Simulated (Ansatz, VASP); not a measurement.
# Ni in VASP and in Ansatz

```
CELL_PARAMETERS angstrom
0.00000 1.83867 1.83867
1.83867 0.00000 1.83867
1.83867 1.83867 0.00000
ATOMIC_POSITIONS crystal
Ni 0.00000 0.00000 0.00000
```

Change from the starting cell: strain +0.040 along x and y, +0.040 along z, atoms carried along.

Alike in both runs: task single point; functional PBEsol; k mesh 22 × 22 × 22; occupations gaussian, width 0.15 eV; collinear spin.

```csv
,VASP,Ansatz
version,VASP 6.6.1,Ansatz 0.2.0
potentials or method,"VASP PAW PBE potentials, release 64 (Ni), cutoff 520 eV","scalar-relativistic, plane waves, PAW"
valence electrons in the cell,10,18
```

Ansatz gave:

| Item | Value |
| --- | --- |
| gap on the k mesh at the Fermi level (eV) | none |
| pressure (GPa) | -26.6 |
| net moment per atom (μB) | 0.67 |
| size of the moment on the site where the two differ most (μB) | 0.71 |

Which values does VASP return?

gap on the k mesh at the Fermi level (eV): none; pressure (GPa): -26.5; net moment per atom (μB): 0.66; size of the moment on the site where the two differ most (μB): 0.68.

VASP's potentials were made for PBE, not for PBEsol. Site moments also hang on the region over which each program counts them. A gap of «none» marks a metal or a gap that the smearing closes. The functional is the same, so the differences come from potentials, cutoffs and numerics. VASP's potentials hold 10 valence electrons a cell and Ansatz's 18, so a difference there can come from the potentials and not from the codes.
